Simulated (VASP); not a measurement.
A run of VASP 6.6.1 is set up as follows.

INCAR

```
ALGO = Normal
DIPOL = 0.5 0.5 0.299
EDIFF = 1E-6
ENCUT = 520
GGA = PE
IDIPOL = 3
ISIF = 2
ISMEAR = 0
LASPH = True
LCHARG = False
LDIPOL = True
LREAL = False
LWAVE = False
NBANDS = 14
NELM = 60
PREC = Accurate
SIGMA = 0.1
```

The input KPOINTS:

```
k-points
0
Gamma
  16 16 1
```

POSCAR

```
NbH2
1.0
    2.7331806158      0.0000000000      0.0000000000
    0.0000000000      2.7331806158      0.0000000000
    0.0000000000      0.0000000000     26.0815001600
Nb H
1 2
Direct
    0.5000000000      0.5000000000      0.3328008888
    0.0000000000      0.5000000000      0.2827613143
    0.5000000000      0.0000000000      0.2827613143
```

Potentials or basis: VASP PAW PBE potentials, release 64 (Nb_sv, H).

Run with:

```bash
$ cat potpaw_PBE.64/Nb_sv/POTCAR potpaw_PBE.64/H/POTCAR > POTCAR
$ mpirun -np 1 vasp_std > vasp.out
```

Q: Estimate the largest force.

A: 0.008 eV/Å.

Forces in eV/Å, atoms in the order of the input:
```
Nb   0.000  0.000 -0.008
H    0.000  0.000  0.004
H    0.000  0.000  0.004
```
